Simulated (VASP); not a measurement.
# TaBeBi3 (Pm-3m) in VASP: further runs

TaBeBi3 is run at these levels: PBE; tasks: single point, relaxation of cell and atoms.

Everything below comes from runs of VASP 6.6.1. Logs are shortened: lines on timing, memory, paths and dates and some standing lists are left out, and cuts for length are marked.

## (1) The cell of the first run

It takes space group Pm-3m (No. 221, cubic). Conventional cell: a = 4.798 Å, b = 4.798 Å, c = 4.798 Å, α = 90.00°, β = 90.00°, γ = 90.00°. Within 4.5 Å of Ta (site symmetry m-3m) lie 12 Bi at 3.39 Å and 8 Be at 4.16 Å. Be (site symmetry m-3m) has 6 Bi at 2.40 Å within 3.2 Å. Within 3.2 Å of Bi (site symmetry 4/mmm) lie 2 Be at 2.40 Å.

## (2) Single point, PBE

Contents of INCAR:

```
PREC = Accurate
ENCUT = 520
EDIFF = 1E-6
ISMEAR = 0
SIGMA = 0.1
LREAL = F
LASPH = T
NELM = 80
ALGO = Normal
ISIF = 2
LWAVE = F
LCHARG = F
GGA = PE
NBANDS = 37
```

Contents of KPOINTS:

```
regular mesh
0
Gamma
  4 4 4
```

Contents of POSCAR:

```
TaBeBi3
1.0
    4.7983520267      0.0000000000      0.0000000000
    0.0000000000      4.7983520267      0.0000000000
    0.0000000000      0.0000000000      4.7983520267
Ta Be Bi
1 1 3
Direct
    0.0000000000      0.0000000000      0.0000000000
    0.5000000000      0.5000000000      0.5000000000
    0.0000000000      0.5000000000      0.5000000000
    0.5000000000      0.0000000000      0.5000000000
    0.5000000000      0.5000000000      0.0000000000
```

Potentials or basis: VASP PAW PBE potentials, release 64 (Ta_pv, Be, Bi_d).

Launch:

```
$ cat potpaw_PBE.64/Ta_pv/POTCAR potpaw_PBE.64/Be/POTCAR potpaw_PBE.64/Bi_d/POTCAR > POTCAR
$ mpirun -np 1 vasp_std > vasp.out
```

OUTCAR:

```text
PREC = Accurate
   ENCUT = 520
   EDIFF = 1E-6
   ISMEAR = 0
   LREAL = F
   LASPH = T
   NELM = 80
   ISIF = 2
   GGA = PE

 ion  position               nearest neighbor table
   1  0.000  0.000  0.000-   3 3.39   4 3.39   5 3.39   3 3.39   4 3.39   3 3.39   5 3.39   3 3.39
                             4 3.39   5 3.39   4 3.39   5 3.39
   2  0.500  0.500  0.500-   3 2.40   4 2.40   5 2.40   5 2.40   4 2.40   3 2.40
   3  0.000  0.500  0.500-   2 2.40   2 2.40   4 3.39   5 3.39   1 3.39   5 3.39   1 3.39   4 3.39
                             1 3.39   1 3.39   4 3.39   5 3.39   5 3.39   4 3.39
   4  0.500  0.000  0.500-   2 2.40   2 2.40   3 3.39   5 3.39   1 3.39   5 3.39   1 3.39   3 3.39
                             5 3.39   5 3.39   1 3.39   3 3.39   1 3.39   3 3.39
   5  0.500  0.500  0.000-   2 2.40   2 2.40   3 3.39   4 3.39   1 3.39   3 3.39   4 3.39   1 3.39
                             4 3.39   4 3.39   1 3.39   3 3.39   3 3.39   1 3.39

  LATTYP: Found a simple cubic cell.
 ALAT       =     4.7983520267

  Lattice vectors:

 A1 = (   4.7983520267,   0.0000000000,   0.0000000000)
 A2 = (   0.0000000000,   4.7983520267,   0.0000000000)
 A3 = (   0.0000000000,   0.0000000000,   4.7983520267)

Analysis of symmetry for initial positions (statically):
=====================================================================
 Subroutine PRICEL returns:
 Original cell was already a primitive cell.

 Routine SETGRP: Setting up the symmetry group for a
 simple cubic supercell.

 Subroutine GETGRP returns: Found 48 space group operations
 (whereof 48 operations were pure point group operations)
 out of a pool of 48 trial point group operations.

The static configuration has the point symmetry O_h .

Analysis of symmetry for dynamics (positions and initial velocities):
=====================================================================
 Subroutine PRICEL returns:
 Original cell was already a primitive cell.

 Routine SETGRP: Setting up the symmetry group for a
 simple cubic supercell.

 Subroutine GETGRP returns: Found 48 space group operations
 (whereof 48 operations were pure point group operations)
 out of a pool of 48 trial point group operations.

The dynamic configuration has the point symmetry O_h .

 Subroutine INISYM returns: Found 48 space group operations
 (whereof 48 operations are pure point group operations),
 and found     1 'primitive' translations

----------------------------------------------------------------------------------------
[... 86 lines left out ...]
   EDIFFG = 0.1E-04   stopping-criterion for IOM
   NSW    =      0    number of steps for IOM
   IBRION =     -1    ionic relax: 0-MD 1-quasi-New 2-CG
   NFREE  =      0    steps in history (QN), initial steepest desc. (CG)
   ISIF   =      2    stress and relaxation
   ISYM   =      2    0-nonsym 1-usesym 2-fastsym
   POTIM  = 0.5000    time-step for ionic-motion
   TEBEG  =    0.0;   TEEND  =   0.0 temperature during run
   PSTRESS=    0.0 pullay stress
   NELECT =      58.0000    total number of electrons
   NUPDOWN=      -1.0000    fix difference up-down
   EMIN   =  10.00;   EMAX   =-10.00  energy-range for DOS
   EFERMI =   0.00;   METHOD = LEGACY
   ISMEAR =     0;   SIGMA  =   0.10  broadening in eV -4-tet -1-fermi 0-gaus
   EFERMI_NEDOS =   21; number of points for ismear=-14 and -15
   IALGO  =     38    algorithm
   IMIX   =      4    mixing-type and parameters
     AMIX     =   0.40;   BMIX     =  1.00
     AMIX_MAG =   1.60;   BMIX_MAG =  1.00
  volume/ion in A,a.u.               =      22.10       149.11
  Fermi-wavevector in a.u.,A,eV,Ry     =   1.320663  2.495691 23.730617  1.744151
  Thomas-Fermi vector in A             =   2.450473
   LORBIT       =      0    0 simple, 1 ext, 2 COOP (PROOUT), +10 PAW based schemes
   GGA     = PE    functional components
   LHFCALC =     F    Hartree Fock is set to
   AEXX    =    0.0000 exact exchange contribution
   IVDW    =     0    specifies the selected vdW correction
   LEPSILON=     F    determine dielectric tensor
   LRPA    =     F    only Hartree local field effects (RPA)
 non-spin polarized calculation
 Gauss-broadening in eV      SIGMA  =   0.10
  energy-cutoff  :      520.00
  volume of cell :      110.48
 maximum number of plane-waves:      3016
 NGX is ok and might be reduce to    36
   NGX = 17   NGY = 17   NGZ = 17

 number of electron      58.0000038 magnetization

 Free energy of the ion-electron system (eV)
  ---------------------------------------------------
  ext. energy  EPLUGINS =         0.00000000
  ---------------------------------------------------
  free energy    TOTEN  =       -21.03032285 eV

  energy without entropy =      -20.96832732  energy(sigma->0) =      -20.99932509

 E-fermi :   8.7489     XC(G=0): -11.0848

 val. band max:        8.7274296633   @ k =   0.2500   0.0000   0.0000
 cond. band min:       8.7926060393   @ k =   0.5000   0.5000   0.2500
 fundamental gap:      0.0651763760
 Fermi energy:         8.7488706319

 k-point     1 :       0.0000    0.0000    0.0000
  band No.  band energies     occupation
      1     -26.5434      2.00000
      2     -26.5434      2.00000
      3     -26.5434      2.00000
      4     -14.5345      2.00000
      5     -14.4462      2.00000
      6     -14.4462      2.00000
[... 389 lines left out ...]
     36      12.8234      0.00000
     37      13.2635      0.00000

------------------------ aborting loop because EDIFF is reached ----------------------------------------

  FORCE on cell =-STRESS in cart. coord.  units (eV):
  Direction    XX          YY          ZZ          XY          YZ          ZX
  --------------------------------------------------------------------------------------
  -------------------------------------------------------------------------------------
  Total        7.7838509      7.7838509      7.7838509      0.0000000     -0.0000000      0.0000000
  in kB      112.8830601    112.8830601    112.8830601      0.0000000     -0.0000000      0.0000000
  external PRESSURE =     112.8830601 kB  Pullay stress =       0.0000000 kB

 VOLUME and BASIS-vectors are now :
 -----------------------------------------------------------------------------
  energy-cutoff  :      520.00
  volume of cell :      110.48
      direct lattice vectors                 reciprocal lattice vectors
     4.798352027  0.000000000  0.000000000     0.208404885  0.000000000  0.000000000
     0.000000000  4.798352027  0.000000000     0.000000000  0.208404885  0.000000000
     0.000000000  0.000000000  4.798352027     0.000000000  0.000000000  0.208404885

 POSITION                                       TOTAL-FORCE (eV/Angst)
 -----------------------------------------------------------------------------------
      0.00000      0.00000      0.00000         0.000000      0.000000      0.000000
      2.39918      2.39918      2.39918         0.000000      0.000000      0.000000
      0.00000      2.39918      2.39918         0.000000      0.000000      0.000000
      2.39918      0.00000      2.39918         0.000000      0.000000      0.000000
      2.39918      2.39918      0.00000         0.000000      0.000000      0.000000
 -----------------------------------------------------------------------------------
    total drift:                                0.000000      0.000000      0.000000

  FREE ENERGIE OF THE ION-ELECTRON SYSTEM (eV)
  ---------------------------------------------------
  free  energy   TOTEN  =       -21.0303228538 eV

  energy  without entropy=      -20.9683273230  energy(sigma->0) =      -20.99932509
```

OSZICAR:

```text
N       E                     dE             d eps       ncg     rms          rms(c)
DAV:   1     0.672029481689E+03    0.67203E+03   -0.30516E+04   740   0.192E+03
DAV:   2     0.438673805505E+02   -0.62816E+03   -0.61695E+03   748   0.535E+02
DAV:   3    -0.209518638316E+02   -0.64819E+02   -0.63273E+02   874   0.183E+02
DAV:   4    -0.239123358266E+02   -0.29605E+01   -0.29216E+01   878   0.396E+01
DAV:   5    -0.240455956746E+02   -0.13326E+00   -0.13297E+00   980   0.799E+00    0.828E+00
DAV:   6    -0.233347084844E+02    0.71089E+00   -0.30786E+01   838   0.131E+01    0.764E+00
DAV:   7    -0.211181271841E+02    0.22166E+01   -0.14988E+01   859   0.974E+00    0.274E+00
DAV:   8    -0.210962449527E+02    0.21882E-01   -0.16413E+00   814   0.369E+00    0.162E+00
DAV:   9    -0.210330562058E+02    0.63189E-01   -0.24115E-01   872   0.159E+00    0.745E-01
DAV:  10    -0.210317723950E+02    0.12838E-02   -0.22336E-02   941   0.714E-01    0.280E-01
DAV:  11    -0.210303574772E+02    0.14149E-02   -0.45979E-03   886   0.229E-01    0.515E-02
DAV:  12    -0.210303337121E+02    0.23765E-04   -0.27536E-04   947   0.922E-02    0.203E-02
DAV:  13    -0.210303286028E+02    0.51092E-05   -0.59758E-05   912   0.509E-02    0.114E-02
DAV:  14    -0.210303237425E+02    0.48603E-05   -0.12855E-05   767   0.172E-02    0.553E-03
DAV:  15    -0.210303228538E+02    0.88871E-06   -0.18540E-06   561   0.682E-03
   1 F= -.21030323E+02 E0= -.20999325E+02  d E =-.619955E-01
```

stdout:

```text
POSCAR found type information on POSCAR TaBeBi
 POSCAR found :  3 types and       5 ions
 scaLAPACK will be used
 LDA part: xc-table for (Slater+PW92), standard interpolation
 POSCAR, INCAR and KPOINTS ok, starting setup
 FFT: planning ... GRIDC
 FFT: planning ... GRID_SOFT
 FFT: planning ... GRID
 WAVECAR not read
 entering main loop
```

Wall time 70 s (1 thread of Intel Xeon 8259CL, shared host); peak memory 0.22 GiB.

Results:

- Free energy: -21.0303 eV
- Pressure: 11.3 GPa
- Band gap on the k mesh: zero (bands 29 and 30 overlap by 1.30 eV)

Caveat: the cell stands under pressure; spin-orbit coupling is left out, which moves the levels of the heavy elements.

## (3) Single point, PBE

This run uses another cell than the first one, of 25.49 Å³/atom.

Contents of INCAR:

```
PREC = Accurate
ENCUT = 520
EDIFF = 1E-6
ISMEAR = 0
SIGMA = 0.1
LREAL = F
LASPH = T
NELM = 60
ALGO = Normal
ISIF = 2
LWAVE = F
LCHARG = T
GGA = PE
LELF = T
LVHAR = T
NBANDS = 37
```

KPOINTS is that of step 2.

POSCAR, as its differences from that of step 2:

```diff
@@ -2,5 +2,5 @@
 1.0
-    4.7983520267      0.0000000000      0.0000000000
-    0.0000000000      4.7983520267      0.0000000000
-    0.0000000000      0.0000000000      4.7983520267
+    5.0322716880      0.0000000000      0.0000000000
+    0.0000000000      5.0322716880      0.0000000000
+    0.0000000000      0.0000000000      5.0322716880
 Ta Be Bi
```

Potentials or basis: VASP PAW PBE potentials, release 64 (Ta_pv, Be, Bi_d).

Launch:

```
$ cat potpaw_PBE.64/Ta_pv/POTCAR potpaw_PBE.64/Be/POTCAR potpaw_PBE.64/Bi_d/POTCAR > POTCAR
$ mpirun -np 1 vasp_std > vasp.out
```

Wall time 99 s (1 thread of Intel Xeon 8259CL, shared host); peak memory 0.26 GiB.

The run converged. Its results:

* Free energy: -21.5419 eV
* Pressure: -0.4 GPa
* Band gap on the k mesh: zero (bands 29 and 30 overlap by 0.99 eV)

Levels at points of the mesh, in eV from the Fermi level:
```
           k point  band 26  band 27  band 28  band 29  band 30  band 31  band 32  band 33
(0.00, 0.00, 0.00)    -0.14    -0.14    -0.05    -0.05    -0.05     0.45     0.45     0.45
(0.50, 0.00, 0.00)    -2.25    -1.47    -1.47    -0.53    -0.53     0.01     0.24     2.37
(0.50, 0.50, 0.00)    -2.19    -1.43    -1.43    -0.16     0.14     0.40     2.28     2.39
(0.50, 0.50, 0.50)    -1.76     0.46     0.46     0.46     0.49     0.49     2.37     2.37
```

Caveat: spin-orbit coupling is left out, which moves the levels of the heavy elements.

## (4) Single point, PBE

This run uses another cell than the first one, of 25.23 Å³/atom.

Contents of INCAR:

```
ALGO = Fast
EDIFF = 1E-6
ENCUT = 520
GGA = PE
ISIF = 2
ISMEAR = 0
LASPH = True
LCHARG = True
LELF = True
LREAL = False
LVHAR = True
LWAVE = False
NBANDS = 37
NELM = 100
PREC = Accurate
SIGMA = 0.1
```

Contents of KPOINTS:

```
k-points
0
Gamma
  8 8 8
```

POSCAR, as its differences from that of step 3:

```diff
@@ -2,5 +2,5 @@
 1.0
-    5.0322716880      0.0000000000      0.0000000000
-    0.0000000000      5.0322716880      0.0000000000
-    0.0000000000      0.0000000000      5.0322716880
+    5.0150388925      0.0000000000      0.0000000000
+    0.0000000000      5.0150388925      0.0000000000
+    0.0000000000      0.0000000000      5.0150388925
 Ta Be Bi
```

Launch:

```
$ cat potpaw_PBE.64/Ta_pv/POTCAR potpaw_PBE.64/Be/POTCAR potpaw_PBE.64/Bi_d/POTCAR > POTCAR
$ mpirun -np 1 vasp_std > vasp.out
```

Wall time 5.9 min (1 thread of Intel Xeon 8259CL, shared host); peak memory 0.34 GiB.

The run converged. Its results:

- Free energy: -21.6091 eV
- Pressure: -0.1 GPa
- Band gap on the k mesh: zero (bands 29 and 30 overlap by 1.01 eV)

Levels at points of the mesh, in eV from the Fermi level:
| k point | band 26 | band 27 | band 28 | band 29 | band 30 | band 31 | band 32 | band 33 |
| --- | --- | --- | --- | --- | --- | --- | --- | --- |
| (0.00, 0.00, 0.00) | -0.15 | -0.15 | -0.06 | -0.06 | -0.06 | 0.46 | 0.46 | 0.46 |
| (0.50, 0.00, 0.00) | -2.28 | -1.48 | -1.48 | -0.54 | -0.54 | 0.00 | 0.23 | 2.41 |
| (0.50, 0.50, 0.00) | -2.22 | -1.43 | -1.43 | -0.17 | 0.13 | 0.40 | 2.32 | 2.42 |
| (0.50, 0.50, 0.50) | -1.77 | 0.47 | 0.47 | 0.47 | 0.49 | 0.49 | 2.42 | 2.42 |

Caveat: spin-orbit coupling is left out, which moves the levels of the heavy elements.

(Continued in part 2 of 2.)

The gap in the log of VASP goes by the Fermi energy; the results here count the filled bands.